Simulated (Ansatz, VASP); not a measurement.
## Two plane-wave programs on Cs

POSCAR

```
Cs
1.0
    0.0000000000      3.7461214313      3.7461214313
    3.7461214313      0.0000000000      3.7461214313
    3.7461214313      3.7461214313      0.0000000000
Cs
1
Direct
    0.0000000000      0.0000000000      0.0000000000
```

The input INCAR.step1:

```
SYSTEM = Cs
ALGO = Normal ; EDIFF = 1E-4
ENCUT = 520 ; GGA = PE
ISMEAR = 0 ; LASPH = .TRUE.
LCHARG = .FALSE. ; LREAL = .FALSE.
LWAVE = .TRUE. ; NBANDS = 10
NELM = 80 ; PREC = Accurate
SIGMA = 0.05
```

File INCAR.step2:

```
SYSTEM = Cs
ALGO = Normal ; EDIFF = 1E-6
ENCUT = 520 ; ISIF = 2
ISMEAR = 0 ; ISTART = 1
LASPH = .TRUE. ; LCHARG = .FALSE.
LMIXTAU = .TRUE. ; LREAL = .FALSE.
LWAVE = .FALSE. ; METAGGA = R2SCAN
NBANDS = 10 ; NELM = 80
PREC = Accurate ; SIGMA = 0.05
```

The input KPOINTS:

```
k-points
0
G
  10 10 10
  0 0 0
```

Input for Ansatz:

```yaml
crystal:
  lattice:
    - [0.0, 3.7461214313, 3.7461214313]
    - [3.7461214313, 0.0, 3.7461214313]
    - [3.7461214313, 3.7461214313, 0.0]
  atoms:
    - { symbol: Cs, position: [0.0, 0.0, 0.0] }
basis:
  ecutwfc: 500
  ecutrho_ratio: 4
kpoints:
  mp_grid: { grid: [10, 10, 10] }
hamiltonian:
  xc: r2scan
scf:
  occupations: { method: gaussian, width: 0.05 }
output:
  forces: true
  stress: true
  eigenvalues: true
```

Alike in both runs: task single point; functional r2SCAN; k mesh 10 × 10 × 10; occupations gaussian, width 0.05 eV; no spin polarisation.

```csv
,VASP,Ansatz
version,VASP 6.6.1,Ansatz 0.2.0
potentials or method,"VASP PAW PBE potentials, release 64 (Cs_sv), cutoff 520 eV","scalar-relativistic, plane waves, PAW"
valence electrons in the cell,9,9
```

```csv
,VASP,Ansatz,Ansatz less VASP
gap on the k mesh at the Fermi level (eV),none,none,-
pressure (GPa),0.4,0.4,0.00
```

VASP's potentials were made for PBE, not for r2SCAN. A gap of «none» marks a metal or a gap that the smearing closes. With one functional, cell and mesh, what is left measures potentials, basis and numerics.

Spin-orbit coupling is off throughout.
